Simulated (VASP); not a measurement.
# TiH (Fm-3m) in VASP: a series of runs, part 2 of 2

VASP 6.6.1. Earlier steps stand in the parts before.

## 4. Single point, PBEsol

This run uses another cell than the first one, of 7.64 Å³/atom, 0.910 times its volume.

INCAR

```
SYSTEM = TiH
  PREC = Accurate
  ENCUT = 520
  EDIFF = 1E-6
  ISMEAR = -1
  SIGMA = 0.1
  LREAL = .False.
  LASPH = .True.
  NELM = 100
  ALGO = Normal
  ISIF = 2
  LWAVE = .False.
  LCHARG = .False.
  GGA = PS
  NBANDS = 14
```

KPOINTS

```
regular mesh
0
Gamma
  7 7 7
  0 0 0
```

POSCAR

```
TiH
1.0
    0.0000000000      1.9698531913      1.9698531913
    1.9698531913      0.0000000000      1.9698531913
    1.9698531913      1.9698531913      0.0000000000
Ti H
1 1
Direct
    0.0000000000      0.0000000000      0.0000000000
    0.5000000000      0.5000000000      0.5000000000
```

Potentials or basis: VASP PAW PBE potentials, release 64 (Ti_sv, H).

Launch:

```bash
$ cat potpaw_PBE.64/Ti_sv/POTCAR potpaw_PBE.64/H/POTCAR > POTCAR
$ mpirun -np 1 vasp_std > vasp.out
```

OUTCAR:

```text
SYSTEM = TiH
   PREC = Accurate
   ENCUT = 520
   EDIFF = 1E-6
   ISMEAR = -1
   LREAL = .False.
   LASPH = .True.
   NELM = 100
   ISIF = 2
   GGA = PS

 ion  position               nearest neighbor table
   1  0.000  0.000  0.000-
   2  0.500  0.500  0.500-

  LATTYP: Found a face centered cubic cell.
 ALAT       =     3.9397063826

  Lattice vectors:

 A1 = (   0.0000000000,   1.9698531913,   1.9698531913)
 A2 = (   1.9698531913,   0.0000000000,   1.9698531913)
 A3 = (   1.9698531913,   1.9698531913,   0.0000000000)

Analysis of symmetry for initial positions (statically):
=====================================================================
 Subroutine PRICEL returns:
 Original cell was already a primitive cell.

 Routine SETGRP: Setting up the symmetry group for a
 face centered cubic supercell.

 Subroutine GETGRP returns: Found 48 space group operations
 (whereof 48 operations were pure point group operations)
 out of a pool of 48 trial point group operations.

The static configuration has the point symmetry O_h .

Analysis of symmetry for dynamics (positions and initial velocities):
[... 167 lines left out ...]
      5       0.4458      2.00000
      6      11.4626      0.00229
      7      11.4626      0.00229
      8      11.4626      0.00229
      9      13.3584      0.00000
     10      13.3584      0.00000
     11      23.2121      0.00000
     12      26.2116      0.00000
     13      28.5482      0.00000
     14      28.5482      0.00000
[... 309 lines left out ...]
      1     -45.1917      2.00000
      2     -22.0160      2.00000
      3     -21.9653      2.00000
      4     -21.6192      2.00000
      5       3.9681      2.00000
      6       9.2918      2.00000
      7      10.2762      1.98781
      8      12.6271      0.00000
      9      14.9341      0.00000
     10      17.3319      0.00000
     11      19.2974      0.00000
     12      20.0010      0.00000
     13      22.9731      0.00000
     14      30.5610      0.00000

------------------------ aborting loop because EDIFF is reached ----------------------------------------

  FORCE on cell =-STRESS in cart. coord.  units (eV):
  Direction    XX          YY          ZZ          XY          YZ          ZX
  --------------------------------------------------------------------------------------
  -------------------------------------------------------------------------------------
  Total        2.8327477      2.8327477      2.8327477     -0.0000000      0.0000000     -0.0000000
  in kB      296.8840722    296.8840722    296.8840722     -0.0000000      0.0000000     -0.0000000
  external PRESSURE =     296.8840722 kB  Pullay stress =       0.0000000 kB

 VOLUME and BASIS-vectors are now :
 -----------------------------------------------------------------------------
  energy-cutoff  :      520.00
  volume of cell :       15.29
      direct lattice vectors                 reciprocal lattice vectors
     0.000000000  1.969853191  1.969853191    -0.253826022  0.253826022  0.253826022
     1.969853191  0.000000000  1.969853191     0.253826022 -0.253826022  0.253826022
     1.969853191  1.969853191  0.000000000     0.253826022  0.253826022 -0.253826022

 POSITION                                       TOTAL-FORCE (eV/Angst)
 -----------------------------------------------------------------------------------
      0.00000      0.00000      0.00000        -0.000000      0.000000     -0.000000
      1.96985      1.96985      1.96985         0.000000     -0.000000      0.000000
 -----------------------------------------------------------------------------------
    total drift:                                0.000000     -0.000000     -0.000000

  FREE ENERGIE OF THE ION-ELECTRON SYSTEM (eV)
  ---------------------------------------------------
  free  energy   TOTEN  =       -12.2346042560 eV

  energy  without entropy=      -12.1748664397  energy(sigma->0) =      -12.20473535
```

OSZICAR:

```text
N       E                     dE             d eps       ncg     rms          rms(c)
DAV:   1     0.903275650570E+02    0.90328E+02   -0.62907E+03   560   0.110E+03
DAV:   2    -0.927414569534E+01   -0.99602E+02   -0.95014E+02   584   0.302E+02
DAV:   3    -0.135041357878E+02   -0.42300E+01   -0.41673E+01   738   0.594E+01
DAV:   4    -0.136138532751E+02   -0.10972E+00   -0.10966E+00   634   0.807E+00
DAV:   5    -0.136160127016E+02   -0.21594E-02   -0.21594E-02   650   0.107E+00    0.139E+01
DAV:   6    -0.122619666073E+02    0.13540E+01   -0.16090E+00   646   0.226E+01    0.395E+00
DAV:   7    -0.122254245075E+02    0.36542E-01   -0.20621E-01   700   0.442E+00    0.170E+00
DAV:   8    -0.122346450963E+02   -0.92206E-02   -0.54097E-02   602   0.298E+00    0.397E-01
DAV:   9    -0.122345772037E+02    0.67893E-04   -0.67355E-03   662   0.103E+00    0.172E-01
DAV:  10    -0.122346145181E+02   -0.37314E-04   -0.29030E-04   602   0.241E-01    0.870E-02
DAV:  11    -0.122346038979E+02    0.10620E-04   -0.10920E-04   590   0.128E-01    0.152E-02
DAV:  12    -0.122346042560E+02   -0.35811E-06   -0.79436E-06   620   0.278E-02
   1 F= -.12234604E+02 E0= -.12204735E+02  d E =-.597378E-01
```

Run time: 7.1 s. Hardware: 1 thread of Intel Xeon 6975P-C, shared host; peak memory 0.14 GiB.

What came out:

| Property | Result |
| --- | --- |
| Free energy | -12.2346 eV |
| Pressure | 29.7 GPa |

Caveat: the k points lie up to 0.39 Å⁻¹ apart; the PAW data sets were made with another functional, which shifts forces and pressure a little.

## 5. Single point, PBEsol

This run uses another cell than the first one, of 8.93 Å³/atom, 1.063 times its volume.

INCAR

```
PREC     = Accurate       # precision mode
ENCUT    = 520            # plane-wave cutoff, eV
EDIFF    = 1E-7           # SCF threshold, eV
ISMEAR   = -1             # smearing method
SIGMA    = 0.1            # smearing width, eV
LREAL    = F              # projectors in reciprocal space
LASPH    = T              # aspherical terms in the spheres
NELM     = 100            # most SCF steps
ALGO     = Normal         # electronic algorithm
ISIF     = 2              # what is computed and relaxed
LWAVE    = F              # write WAVECAR
LCHARG   = F              # write CHGCAR
GGA      = PS             # functional
NBANDS   = 14             # bands
```

KPOINTS

```
regular mesh
0
Gamma
  7 7 7
```

POSCAR

```
TiH
1.0
    0.0000000000      2.0744366097      2.0744366097
    2.0744366097      0.0000000000      2.0744366097
    2.0744366097      2.0744366097      0.0000000000
Ti H
1 1
Direct
    0.0000000000      0.0000000000      0.0000000000
    0.5000000000      0.5000000000      0.5000000000
```

Launch:

```bash
$ cat potpaw_PBE.64/Ti_sv/POTCAR potpaw_PBE.64/H/POTCAR > POTCAR
$ mpirun -np 1 vasp_std > vasp.out
```

Wall time 7.3 s (1 thread of Intel Xeon 6975P-C, shared host); peak memory 0.13 GiB.

Results (log left out):

```yaml
Free_energy: -12.4479 eV
Pressure: -0.1 GPa
```

Levels at points of the mesh, in eV from the Fermi level:
| k point | band 2 | band 3 | band 4 | band 5 | band 6 | band 7 | band 8 | band 9 | band 10 | band 11 |
| --- | --- | --- | --- | --- | --- | --- | --- | --- | --- | --- |
| (0.00, 0.00, 0.00) | -32.48 | -32.48 | -32.48 | -9.61 | 0.67 | 0.67 | 0.67 | 2.20 | 2.20 | 10.86 |

Caveat: the k points lie up to 0.37 Å⁻¹ apart; the PAW data sets were made with another functional, which shifts forces and pressure a little.

## 6. Relaxation of cell and atoms, PBEsol

This run uses another cell than the first one, of 9.13 Å³/atom, 1.087 times its volume.

INCAR

```
SYSTEM = TiH
  PREC = Accurate
  ENCUT = 600
  EDIFF = 1E-6
  ISMEAR = -1
  SIGMA = 0.1
  LREAL = .FALSE.
  LASPH = .TRUE.
  NELM = 80
  ALGO = Normal
  ISIF = 3
  LWAVE = .FALSE.
  LCHARG = .FALSE.
  GGA = PS
  IBRION = 2
  NSW = 60
  EDIFFG = -0.01
```

KPOINTS

```
Automatic mesh
0
G
  7 7 7
  0 0 0
```

POSCAR

```
TiH
1.0
    0.0000000000      2.0900000000      2.0900000000
    2.0900000000      0.0000000000      2.0900000000
    2.0900000000      2.0900000000      0.0000000000
Ti H
1 1
Direct
    0.0000000000      0.0000000000      0.0000000000
    0.5000000000      0.5000000000      0.5000000000
```

Potentials or basis: VASP PAW PBE potentials, release 64 (Ti_sv, H).

Launch:

```bash
$ cat potpaw_PBE.64/Ti_sv/POTCAR potpaw_PBE.64/H/POTCAR > POTCAR
$ mpirun -np 1 vasp_std > vasp.out
```

Wall time 29 s (1 thread of Intel Xeon 8259CL, shared host); peak memory 0.14 GiB.

It converged, with:

| Item | Value |
| --- | --- |
| Free energy | -12.4484 eV |
| Relaxed volume | 8.92 Å³/atom |
| Relaxed cell | a = 2.933 Å, b = 2.933 Å, c = 2.933 Å, α = 60.00°, β = 60.00°, γ = 60.00° |
| Space group after relaxing (to 0.05 Å) | Fm-3m (No. 225) |
| Energy gained by relaxing | 2.1 meV/atom |
| Ionic steps | 4 |
| Pressure after relaxing | 0.0 GPa |

Step by step:
| step | energy change (eV) | largest force (eV/Å) | pressure (GPa) | volume (Å³) |
| --- | --- | --- | --- | --- |
| 1 | 0.0000 | 0.0000 | -4.33 | 18.26 |
| 2 | -0.0029 | 0.0000 | 1.95 | 17.61 |
| 3 | -0.0042 | 0.0000 | -0.34 | 17.89 |
| 4 | -0.0043 | 0.0000 | -0.03 | 17.85 |

Final structure:
```
Ti H
1.0
     0.00000    2.07410    2.07410
     2.07410    0.00000    2.07410
     2.07410    2.07410    0.00000
Ti H
1 1
Cartesian
  2.0741 2.0741 0.0000
  2.0741 2.0741 2.0741
```

Levels at points of the mesh, in eV from the Fermi level:
| k point | band 3 | band 4 | band 5 | band 6 | band 7 | band 8 | band 9 | band 10 |
| --- | --- | --- | --- | --- | --- | --- | --- | --- |
| (0.00, 0.00, 0.00) | -32.48 | -32.48 | -9.61 | 0.67 | 0.67 | 0.67 | 2.20 | 2.20 |

Caveat: the k points lie up to 0.37 Å⁻¹ apart in the final cell; the PAW data sets were made with another functional, which shifts forces and pressure a little.

## 7. Overview

| task | cell | cutoff (eV) | gap on the mesh (eV) | pressure (GPa) |
| --- | --- | --- | --- | --- |
| single point | a = 2.875 Å, angles 60.0°, 2 atoms | 520 | none | 9.8 |
| single point | a = 2.827 Å, angles 60.0°, 2 atoms | 520 | none | 19.7 |
| single point | a = 2.786 Å, angles 60.0°, 2 atoms | 520 | none | 29.7 |
| single point | a = 2.934 Å, angles 60.0°, 2 atoms | 520 | none | -0.1 |
| relaxation of cell and atoms | relaxed from a = 2.956 Å, angles 60.0°, 2 atoms | 600 | none | 0.0 |

Alike in all rows: level PBEsol; potentials or basis VASP PAW PBE potentials, release 64 (Ti_sv, H); no spin polarisation; k mesh 7 × 7 × 7; smearing fermi-dirac 0.1 eV.

Caveats: all runs use coarse meshes; the PAW data sets were made with another functional, which shifts forces and pressure a little.

Absolute energies hang on the potentials; compare differences alone.
